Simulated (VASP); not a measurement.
Here is a VASP 6.6.1 calculation.

INCAR

```
PREC     = Accurate       # precision mode
ENCUT    = 500            # plane-wave cutoff, eV
EDIFF    = 1E-6           # SCF threshold, eV
ISMEAR   = -1             # smearing method
SIGMA    = 0.01           # smearing width, eV
LREAL    = F              # projectors in reciprocal space
LASPH    = T              # aspherical terms in the spheres
NELM     = 120            # most SCF steps
ALGO     = Normal         # electronic algorithm
ISIF     = 2              # what is computed and relaxed
LWAVE    = F              # write WAVECAR
LCHARG   = F              # write CHGCAR
GGA      = CA             # functional
NBANDS   = 16             # bands
GGA_COMPAT= F
```

Contents of KPOINTS:

```
Automatic mesh
0
Gamma
  6 6 6
```

File POSCAR:

```
InAs
1.0
    0.0000000000      2.8773040000      2.8773040000
    2.8773040000      0.0000000000      2.8773040000
    2.8773040000      2.8773040000      0.0000000000
In As
1 1
Direct
    0.5000000000      0.5000000000      0.5000000000
    0.0000000000      0.0000000000      0.0000000000
```

Potentials or basis: VASP PAW LDA potentials, release 64 (In_d, As).

Run with:

```console
$ cat potpaw_LDA.64/In_d/POTCAR potpaw_LDA.64/As/POTCAR > POTCAR
$ mpirun -np 1 vasp_std > vasp.out
```

Problem. What does it give for the band gap on the k mesh?

Solution. Zero (bands 9 and 10 overlap by 2.61 eV).

Problem. What does it give for the pressure?

Solution. -5.0 GPa.

Caveat: the cell stands under tension; spin-orbit coupling is left out, which moves the levels of the heavy elements.
